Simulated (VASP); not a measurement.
Set up this calculation in VASP 6.6.1, as the native input.

| Property | Result |
| --- | --- |
| Task | single point |
| Functional | PBE |
| Potentials or basis | VASP PAW PBE potentials, release 64 (Al, N) |
| Cutoff | 520 eV |
| k mesh | 9 × 9 × 6 |
| Occupations | gaussian, width 0.05 eV |
| Spin | no spin polarisation |
| Dipole correction | no |
| Further INCAR settings | ALGO = Normal; EDIFF = 1e-06; NBANDS = 16 |

The structure of AlN lies in POSCAR:

```
AlN
1.0
    3.1298889821      0.0000000000      0.0000000000
   -1.5649444910      2.7105633695      0.0000000000
    0.0000000000      0.0000000000      5.0169562974
Al N
2 2
Direct
    0.3214501079      0.6991322423      0.0017290859
    0.6785498921      0.3008677577      0.5017290859
    0.3438434901      0.6379523843      0.3832709141
    0.6561565099      0.3620476157      0.8832709141
```

This cell differs from its parent crystal: mode 4 frozen in at -0.088 Å and mode 5 at +0.088 Å (largest displacements).

These files were run (other wordings do the same):

INCAR

```
SYSTEM = AlN
PREC = Accurate
ENCUT = 520
EDIFF = 1E-6
ISMEAR = 0
SIGMA = 0.05
LREAL = .FALSE.
LASPH = .TRUE.
NELM = 80
ALGO = Normal
ISIF = 2
LWAVE = .FALSE.
LCHARG = .TRUE.
GGA = PE
LELF = .TRUE.
LVHAR = .TRUE.
NBANDS = 16
```

KPOINTS

```
regular mesh
0
G
  9 9 6
  0 0 0
```

Potentials or basis: VASP PAW PBE potentials, release 64 (Al, N).

Command:

```sh
$ cat potpaw_PBE.64/Al/POTCAR potpaw_PBE.64/N/POTCAR > POTCAR
$ mpirun -np 1 vasp_std > vasp.out
```

Results of the run:

The pressure is -0.5 GPa and the largest force is 0.650 eV/Å. The band gap on the k mesh is 3.87 eV, direct.

Caveat: the cell differs from its parent crystal (mode 4 frozen in at -0.088 Å and mode 5 at +0.088 Å (largest displacements)).

Run time: 2.3 min on 1 thread of AMD EPYC 7R13 (shared host), peak memory 0.22 GiB.
